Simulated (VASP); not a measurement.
Input of a VASP 6.6.1 run:

INCAR

```
SYSTEM = Ta4N
PREC = Accurate
ENCUT = 520
EDIFF = 1E-6
ISMEAR = 0
SIGMA = 0.1
LREAL = .False.
LASPH = .True.
NELM = 80
ALGO = Normal
ISIF = 2
LWAVE = .False.
LCHARG = .False.
LDIPOL = .True.
IDIPOL = 3
DIPOL = 0.5 0.5 0.347
GGA = PE
NBANDS = 32
```

The input KPOINTS:

```
Automatic mesh
0
Gamma
  8 8 1
  0 0 0
```

Contents of POSCAR:

```
Ta4N
1.0
    3.3189671338      0.0000000000      0.0000000000
    0.0000000000      3.3189671338      0.0000000000
    0.0000000000      0.0000000000     20.2996559829
Ta N
4 1
Direct
    0.5000000000      0.5000000000      0.1970476743
    0.0000000000      0.0000000000      0.2787970186
    0.5000000000      0.5000000000      0.3599139064
    0.0000000000      0.0000000000      0.4334879365
    0.2500000000      0.5000000000      0.4667461187
```

Potentials or basis: VASP PAW PBE potentials, release 64 (Ta_pv, N).

Run with:

```sh
$ cat potpaw_PBE.64/Ta_pv/POTCAR potpaw_PBE.64/N/POTCAR > POTCAR
$ mpirun -np 1 vasp_std > vasp.out
```

Q: Estimate the largest force.

A: 2.780 eV/Å.

Forces in eV/Å, atoms in the order of the input:
```
Ta   0.077  0.000  1.263
Ta   0.244  0.000 -0.844
Ta  -1.021  0.000 -2.586
Ta  -0.588  0.000  2.084
N    1.289  0.000  0.083
```
